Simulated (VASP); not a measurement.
## NaH: relaxation of shape and atoms at fixed volume with PBE

The system is NaH.

```
CELL_PARAMETERS angstrom
3.80710 0.00000 0.00000
-1.90355 3.29704 0.00000
0.00000 0.00000 4.67435
ATOMIC_POSITIONS crystal
Na 0.33333 0.66667 0.25000
Na 0.66667 0.33333 0.75000
H 0.33333 0.66667 0.75000
H 0.66667 0.33333 0.25000
```

This cell differs from its parent crystal: volume scaled by 0.88.

```yaml
Program: VASP 6.6.1
Task: relaxation of shape and atoms at fixed volume
Functional: PBE
Potentials_or_basis: VASP PAW PBE potentials, release 64 (Na_pv, H)
Cutoff: 600 eV
k_mesh: 6 × 6 × 6
Occupations: gaussian, width 0.02 eV
Spin: no spin polarisation
Dipole_correction: no
Further_INCAR_settings: ALGO = Normal; EDIFF = 1e-06; IBRION = 2; EDIFFG = -0.01; NSW = 50; ISIF = 4
```

```
Pressure after relaxing : 3.1 GPa
Band gap on the k mesh  : 3.37 eV, indirect (least direct gap 4.32 eV)
```

Final structure:
```
CELL_PARAMETERS angstrom
3.80710 0.00000 0.00000
-1.90355 3.29704 0.00000
0.00000 0.00000 4.67435
ATOMIC_POSITIONS crystal
Na 0.33333 0.66667 0.25000
Na 0.66667 0.33333 0.75000
H 0.33333 0.66667 0.75000
H 0.66667 0.33333 0.25000
```

Levels at points of the mesh, in eV from the valence-band top:
```
           k point  band 6  band 7  band 8  band 9  band 10  band 11
(0.00, 0.00, 0.00)  -22.02   -3.62   -0.03    5.11     8.51    10.99
(0.50, 0.00, 0.00)  -22.04   -1.60   -0.65    3.98     7.96     8.13
(0.00, 0.00, 0.50)  -22.07   -2.19   -2.19    7.41     7.41    11.66
(0.50, 0.00, 0.50)  -22.04   -0.85   -0.85    4.10     4.10     9.06
```

It took 14 s on 1 thread of Intel(R) Xeon(R) Platinum 8488C (Sapphire Rapids), on a shared host, peak memory 0.18 GiB.

Caveat: the relaxation stopped at its first step, so nothing moved. A k mesh can miss the band edges.
